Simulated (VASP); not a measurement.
# Nb (R-3m) in VASP: relaxation of cell and atoms with r2SCAN

Aim: the relaxation of cell and atoms of Nb with r2SCAN.

Program: VASP 6.6.1. These are calculated values, not measurements. Logs are shortened: lines on timing, memory, paths and dates and some standing lists are left out, and cuts for length are marked.

### 1 The cell of the first run

The structure is trigonal, space group R-3m (No. 166). Conventional cell: a = 3.147 Å, b = 3.147 Å, c = 6.516 Å, α = 90.00°, β = 90.00°, γ = 120.00°. Nb (site symmetry -3m) has 12 Nb at 2.83 to 3.15 Å within 3.7 Å.

### 2 Relaxation of cell and atoms, r2SCAN

Contents of POSCAR:

```
Nb
1.0
    1.5732684270      0.9083269498      2.1719985708
   -1.5732684270      0.9083269498      2.1719985708
    0.0000000000     -1.8166538996      2.1719985708
Nb
1
Direct
    0.5000000000      0.5000000000      0.5000000000
```

Contents of INCAR.step1:

```
PREC = Accurate ; ENCUT = 600
ISMEAR = 0 ; SIGMA = 0.1
LREAL = F ; LASPH = T
NELM = 80 ; GGA = PE
ALGO = Normal ; EDIFF = 1E-4
LWAVE = T ; LCHARG = F
```

Contents of INCAR.step2:

```
PREC = Accurate ; ENCUT = 600
EDIFF = 1E-7 ; ISMEAR = 0
SIGMA = 0.1 ; LREAL = F
LASPH = T ; NELM = 80
ALGO = Normal ; ISIF = 3
LWAVE = F ; LCHARG = F
METAGGA = R2SCAN ; LMIXTAU = T
IBRION = 2 ; NSW = 100
EDIFFG = -0.01 ; ISTART = 1
```

Contents of KPOINTS:

```
Automatic mesh
0
Gamma
  21 21 21
```

Potentials or basis: VASP PAW PBE potentials, release 64 (Nb_sv).

The run is started by

```console
> cat potpaw_PBE.64/Nb_sv/POTCAR > POTCAR
> cp INCAR.step1 INCAR
> mpirun -np 1 vasp_std > vasp.out
> cp INCAR.step2 INCAR
> mpirun -np 1 vasp_std > vasp.out
```

OUTCAR:

```text
PREC = Accurate
   ENCUT = 600
   EDIFF = 1E-7
   ISMEAR = 0
   LREAL = F
   LASPH = T
   NELM = 80
   ISIF = 3
   METAGGA = R2SCAN
   IBRION = 2
   NSW = 100
   EDIFFG = -0.01
   ISTART = 1

 ion  position               nearest neighbor table
   1  0.500  0.500  0.500-

  LATTYP: Found a trigonal (rhomboedric) cell.
 ALAT       =     2.8315736230
 COS(alpha) =     0.3825810799

  Lattice vectors:

 A1 = (   1.5732684270,   0.9083269498,   2.1719985708)
 A2 = (  -1.5732684270,   0.9083269498,   2.1719985708)
 A3 = (   0.0000000000,  -1.8166538996,   2.1719985708)

Analysis of symmetry for initial positions (statically):
=====================================================================
 Subroutine PRICEL returns:
 Original cell was already a primitive cell.

 Routine SETGRP: Setting up the symmetry group for a
 trigonal (rhombohedral) supercell.

 Subroutine GETGRP returns: Found 12 space group operations
 (whereof 12 operations were pure point group operations)
 out of a pool of 12 trial point group operations.

The static configuration has the point symmetry D_3d.

Analysis of symmetry for dynamics (positions and initial velocities):
=====================================================================
 Subroutine PRICEL returns:
 Original cell was already a primitive cell.

 Routine SETGRP: Setting up the symmetry group for a
 trigonal (rhombohedral) supercell.

 Subroutine GETGRP returns: Found 12 space group operations
 (whereof 12 operations were pure point group operations)
 out of a pool of 12 trial point group operations.

The dynamic configuration has the point symmetry D_3d.

 Subroutine INISYM returns: Found 12 space group operations
 (whereof 12 operations are pure point group operations),
 and found     1 'primitive' translations

----------------------------------------------------------------------------------------

                                     Primitive cell

  volume of cell :      18.6233

  direct lattice vectors                    reciprocal lattice vectors
     1.573268427  0.908326950  2.171998571     0.317809721  0.183487528  0.153468486
    -1.573268427  0.908326950  2.171998571    -0.317809721  0.183487528  0.153468486
     0.000000000 -1.816653900  2.171998571     0.000000000 -0.366975056  0.153468486

  length of vectors
     2.831573623  2.831573623  2.831573623     0.397772885  0.397772885  0.397772885

  position of ions in fractional coordinates (direct lattice)
     0.500000000  0.500000000  0.500000000

  ion indices of the primitive-cell ions
   primitive index   ion index
                 1           1

----------------------------------------------------------------------------------------

 KPOINTS: Automatic mesh

Automatic generation of k-mesh.
 Grid dimensions read from file:
 generate k-points for:   21   21   21

 Generating k-lattice:

  Cartesian coordinates                     Fractional coordinates (reciprocal lattice)
     0.015133796  0.008737501  0.007308023     0.047619048  0.000000000  0.000000000
    -0.015133796  0.008737501  0.007308023     0.000000000  0.047619048  0.000000000
     0.000000000 -0.017475003  0.007308023     0.000000000  0.000000000  0.047619048

  Length of vectors
     0.018941566  0.018941566  0.018941566

  Shift w.r.t. Gamma in fractional coordinates (k-lattice)
     0.000000000  0.000000000  0.000000000

 Subroutine IBZKPT returns following result:
 ===========================================

 Found    891 irreducible k-points:

 Following reciprocal coordinates:
            Coordinates               Weight
  0.000000  0.000000  0.000000      1.000000
  0.047619 -0.000000  0.000000      6.000000
  0.095238  0.000000  0.000000      6.000000
  0.142857  0.000000 -0.000000      6.000000
  0.190476  0.000000  0.000000      6.000000
  0.238095 -0.000000  0.000000      6.000000
[... 16 lines left out ...]
 -0.428571  0.047619 -0.000000     12.000000
 -0.380952  0.047619  0.000000     12.000000
 [... further k-points ...]
   k-points           NKPTS =    891   k-points in BZ     NKDIM =    891   number of bands    NBANDS=     10
   number of dos      NEDOS =    301   number of ions     NIONS =      1
   total plane-waves  NPLWV =  13824
   dimension x,y,z NGX =    24 NGY =   24 NGZ =   24
   dimension x,y,z NGXF=    48 NGYF=   48 NGZF=   48
   ions per type =               1
   NGX,Y,Z   is equivalent  to a cutoff of  14.09, 14.09, 14.09 a.u.
   NGXF,Y,Z  is equivalent  to a cutoff of  28.18, 28.18, 28.18 a.u.
 SYSTEM =  unknown system
   PREC   = accura    normal or accurate (medium, high low for compatibility)
   ISTART =      1    job   : 0-new  1-cont  2-samecut
   ICHARG =      0    charge: 1-file 2-atom 10-const
   ISPIN  =      1    spin polarized calculation?
   LNONCOLLINEAR =      F non collinear calculations
   LSORBIT =      F    spin-orbit coupling
   LASPH  =      T    aspherical Exc in radial PAW
   ENCUT  =  600.0 eV  44.10 Ry    6.64 a.u.   5.66  5.66  5.66*2*pi/ulx,y,z
   NELM   =     80;   NELMIN=  2; NELMDL=  0     # of ELM steps
   EDIFF  = 0.1E-06   stopping-criterion for ELM
   LREAL  =      F    real-space projection
   EDIFFG = -.1E-01   stopping-criterion for IOM
   NSW    =    100    number of steps for IOM
   IBRION =      2    ionic relax: 0-MD 1-quasi-New 2-CG
   NFREE  =      1    steps in history (QN), initial steepest desc. (CG)
   ISIF   =      3    stress and relaxation
   ISYM   =      2    0-nonsym 1-usesym 2-fastsym
   POTIM  = 0.5000    time-step for ionic-motion
   TEBEG  =    0.0;   TEEND  =   0.0 temperature during run
   PSTRESS=    0.0 pullay stress
   NELECT =      13.0000    total number of electrons
   NUPDOWN=      -1.0000    fix difference up-down
   EMIN   =  10.00;   EMAX   =-10.00  energy-range for DOS
   EFERMI =   0.00;   METHOD = LEGACY
   ISMEAR =     0;   SIGMA  =   0.10  broadening in eV -4-tet -1-fermi 0-gaus
   EFERMI_NEDOS =   21; number of points for ismear=-14 and -15
   IALGO  =     38    algorithm
   IMIX   =      4    mixing-type and parameters
     AMIX     =   0.40;   BMIX     =  1.00
     AMIX_MAG =   1.60;   BMIX_MAG =  1.00
  volume/ion in A,a.u.               =      18.62       125.68
  Fermi-wavevector in a.u.,A,eV,Ry     =   1.452236  2.744329 28.694562  2.108991
  Thomas-Fermi vector in A             =   2.569642
   LORBIT       =      0    0 simple, 1 ext, 2 COOP (PROOUT), +10 PAW based schemes
   METAGGA = R2SCAN    functional components
   LHFCALC =     F    Hartree Fock is set to
   AEXX    =    0.0000 exact exchange contribution
   IVDW    =     0    specifies the selected vdW correction
   LEPSILON=     F    determine dielectric tensor
   LRPA    =     F    only Hartree local field effects (RPA)
 conjugate gradient relaxation of ions
 non-spin polarized calculation
 Gauss-broadening in eV      SIGMA  =   0.10
  energy-cutoff  :      600.00
  volume of cell :       18.62
 maximum number of plane-waves:       645
   NGX = 11   NGY = 11   NGZ = 11

--------------------------------------- Ionic step        1  -------------------------------------------

 number of electron      13.0000000 magnetization

 Free energy of the ion-electron system (eV)
  ---------------------------------------------------
  ext. energy  EPLUGINS =         0.00000000
  ---------------------------------------------------
  free energy    TOTEN  =       -24.56582992 eV

  energy without entropy =      -24.55923119  energy(sigma->0) =      -24.56253055

------------------------ aborting loop because EDIFF is reached ----------------------------------------

  FORCE on cell =-STRESS in cart. coord.  units (eV):
  Direction    XX          YY          ZZ          XY          YZ          ZX
  --------------------------------------------------------------------------------------
  -------------------------------------------------------------------------------------
  Total       -0.0792794     -0.0792794     -0.3642097      0.0000000      0.0000000      0.0000000
  in kB       -6.8204797     -6.8204797    -31.3333104      0.0000000      0.0000000      0.0000000
  external PRESSURE =     -14.9914233 kB  Pullay stress =       0.0000000 kB

 VOLUME and BASIS-vectors are now :
 -----------------------------------------------------------------------------
  energy-cutoff  :      600.00
  volume of cell :       18.62
      direct lattice vectors                 reciprocal lattice vectors
     1.573268427  0.908326950  2.171998571     0.317809721  0.183487528  0.153468486
    -1.573268427  0.908326950  2.171998571    -0.317809721  0.183487528  0.153468486
     0.000000000 -1.816653900  2.171998571     0.000000000 -0.366975056  0.153468486
[... 176 lines left out ...]
 POSITION                                       TOTAL-FORCE (eV/Angst)
 -----------------------------------------------------------------------------------
      0.00000      0.00000      3.19899        -0.000000      0.000000      0.000000
 -----------------------------------------------------------------------------------
    total drift:                               -0.000000      0.000000     -0.000000

  FREE ENERGIE OF THE ION-ELECTRON SYSTEM (eV)
  ---------------------------------------------------
  free  energy   TOTEN  =       -24.5690574939 eV

  energy  without entropy=      -24.5626471403  energy(sigma->0) =      -24.56585232

--------------------------------------- Ionic step        7  -------------------------------------------

 number of electron      13.0000000 magnetization

 Free energy of the ion-electron system (eV)
  ---------------------------------------------------
  ext. energy  EPLUGINS =         0.00000000
  ---------------------------------------------------
  free energy    TOTEN  =       -24.56907213 eV

  energy without entropy =      -24.56269125  energy(sigma->0) =      -24.56588169

 E-fermi :  11.0460     XC(G=0): -13.4422

 val. band max:       11.0452891588   @ k =   0.4286   0.4286   0.3333
 cond. band min:      11.0489719927   @ k =  -0.3333   0.1905   0.1429
 fundamental gap:      0.0036828339
 Fermi energy:        11.0459729195

 k-point     1 :       0.0000    0.0000    0.0000
  band No.  band energies     occupation
      1     -45.3197      2.00000
      2     -19.9839      2.00000
      3     -19.9839      2.00000
      4     -19.6141      2.00000
      5       4.6275      2.00000
      6       9.9608      2.00000
      7       9.9608      2.00000
      8      13.6766      0.00000
      9      14.7764      0.00000
     10      14.7764      0.00000

 k-point     2 :       0.0476   -0.0000    0.0000
  band No.  band energies     occupation
      1     -45.3150      2.00000
      2     -20.0082      2.00000
      3     -19.9843      2.00000
      4     -19.6264      2.00000
      5       4.7117      2.00000
      6       9.9690      2.00000
      7       9.9789      2.00000
      8      13.6676      0.00000
      9      14.7280      0.00000
     10      14.7497      0.00000
[... 274 lines left out ...]
 k-point    24 :      -0.3810    0.0476    0.0000
  band No.  band energies     occupation
      1     -45.1275      2.00000
      2     -21.1555      2.00000
      3     -20.0218      2.00000
      4     -19.8129      2.00000
      5       7.2370      2.00000
      6       9.9765      2.00000
      7      11.2594      0.00254
      8      13.3879      0.00000
      9      15.0269      0.00000
     10      15.9454      0.00000

 [... further k-points ...]

------------------------ aborting loop because EDIFF is reached ----------------------------------------

  FORCE on cell =-STRESS in cart. coord.  units (eV):
  Direction    XX          YY          ZZ          XY          YZ          ZX
  --------------------------------------------------------------------------------------
  -------------------------------------------------------------------------------------
  Total        0.0023731      0.0023731      0.0011572      0.0000000     -0.0000000      0.0000000
  in kB        0.2061085      0.2061085      0.1005018      0.0000000     -0.0000000      0.0000000
  external PRESSURE =       0.1709063 kB  Pullay stress =       0.0000000 kB

 VOLUME and BASIS-vectors are now :
 -----------------------------------------------------------------------------
  energy-cutoff  :      600.00
  volume of cell :       18.45
      direct lattice vectors                 reciprocal lattice vectors
     1.580786886  0.912667734  2.131060574     0.316298171  0.182614834  0.156416639
    -1.580786886  0.912667734  2.131060574    -0.316298171  0.182614834  0.156416639
     0.000000000 -1.825335468  2.131060574     0.000000000 -0.365229668  0.156416639

 POSITION                                       TOTAL-FORCE (eV/Angst)
 -----------------------------------------------------------------------------------
      0.00000      0.00000      3.19659         0.000000      0.000000     -0.000000
 -----------------------------------------------------------------------------------
    total drift:                               -0.000000      0.000000     -0.000000

  FREE ENERGIE OF THE ION-ELECTRON SYSTEM (eV)
  ---------------------------------------------------
  free  energy   TOTEN  =       -24.5690721283 eV

  energy  without entropy=      -24.5626912484  energy(sigma->0) =      -24.56588169

 reached required accuracy - stopping structural energy minimisation
```

It took 2.8 h on 1 thread of Oxide Virtual Turin-like, shared host; peak memory 0.32 GiB.

What came out:

```yaml
Free_energy: -24.5691 eV
Relaxed_volume: 18.45 Å³/atom
Relaxed_cell: a = 2.806 Å, b = 2.806 Å, c = 2.806 Å, α = 68.58°, β = 68.58°, γ = 68.58°
Space_group_after_relaxing_to_0.1_Å: R-3m (No. 166)
Energy_gained_by_relaxing: 3.2 meV/atom
Ionic_steps: 7
Pressure_after_relaxing: 0.0 GPa
Band_gap_on_the_k_mesh: zero (an odd number of electrons rules out a gap without spin polarisation)
```

Step by step:
| step | energy change (eV) | largest force (eV/Å) | pressure (GPa) | volume (Å³) |
| --- | --- | --- | --- | --- |
| 1 | 0.0000 | 0.0000 | -1.50 | 18.62 |
| 2 | -0.0004 | 0.0000 | 2.65 | 18.16 |
| 3 | -0.0019 | 0.0000 | 0.67 | 18.37 |
| 4 | -0.0032 | 0.0000 | 0.24 | 18.42 |
| 5 | -0.0032 | 0.0000 | 0.13 | 18.43 |
| 6 | -0.0032 | 0.0000 | -0.19 | 18.47 |
| 7 | -0.0032 | 0.0000 | 0.02 | 18.45 |

Final structure:
```yaml
crystal:
  lattice:
    - [1.58079, 0.91267, 2.13106]
    - [-1.58079, 0.91267, 2.13106]
    - [0.00000, -1.82534, 2.13106]
  atoms:
    - { symbol: Nb, position: [0.50000, 0.50000, 0.50000] }
```

Levels at points of the mesh, in eV from the Fermi level:
```
           k point  band 3  band 4  band 5  band 6  band 7  band 8  band 9  band 10
(0.00, 0.00, 0.00)  -31.03  -30.66   -6.42   -1.09   -1.09    2.63    3.73     3.73
```

Caveat: the PAW data sets were made with another functional, which shifts forces and pressure a little.
